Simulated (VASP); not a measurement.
Crystal: LiBC3.

```
CELL_PARAMETERS angstrom
3.39557 0.00000 0.00000
0.00000 3.39557 0.00000
0.00000 0.00000 3.39557
ATOMIC_POSITIONS crystal
Li 0.00000 0.00000 0.00000
B 0.50000 0.50000 0.50000
C 0.00000 0.50000 0.50000
C 0.50000 0.00000 0.50000
C 0.50000 0.50000 0.00000
```

* Program: VASP 6.6.1
* Task: relaxation of cell and atoms
* Functional: PBE
* Potentials or basis: VASP PAW PBE potentials, release 64 (Li_sv, B, C)
* Cutoff: 600 eV
* k mesh: 12 × 12 × 12
* Occupations: gaussian, width 0.1 eV
* Spin: no spin polarisation

At the start: pressure 4.0 GPa; volume 7.83 Å³/atom.

Question: Where does the relaxation end?

Answer: Over 3 steps the energy falls by 2.5 meV/atom and the volume is 8.03 Å³/atom (+2.6 %); space group Pm-3m (No. 221, to 0.05 Å).

The path:
| step | energy change (eV) | largest force (eV/Å) | pressure (GPa) | volume (Å³) |
| --- | --- | --- | --- | --- |
| 1 | 0.0000 | 0.0000 | 4.02 | 39.15 |
| 2 | -0.0121 | 0.0000 | -0.47 | 40.28 |
| 3 | -0.0123 | 0.0000 | -0.01 | 40.15 |

Final structure:
```
Li B C
1.0
     3.42421    0.00000    0.00000
     0.00000    3.42421    0.00000
     0.00000    0.00000    3.42421
Li B C
1 1 3
Direct
  0.00000 0.00000 0.00000
  0.50000 0.50000 0.50000
  0.00000 0.50000 0.50000
  0.50000 0.00000 0.50000
  0.50000 0.50000 0.00000
```

Caveat: the cutoff is under 1.25 times the usual one of these potentials, so pressure, stress and relaxed cells hold a basis-set (Pulay) error.
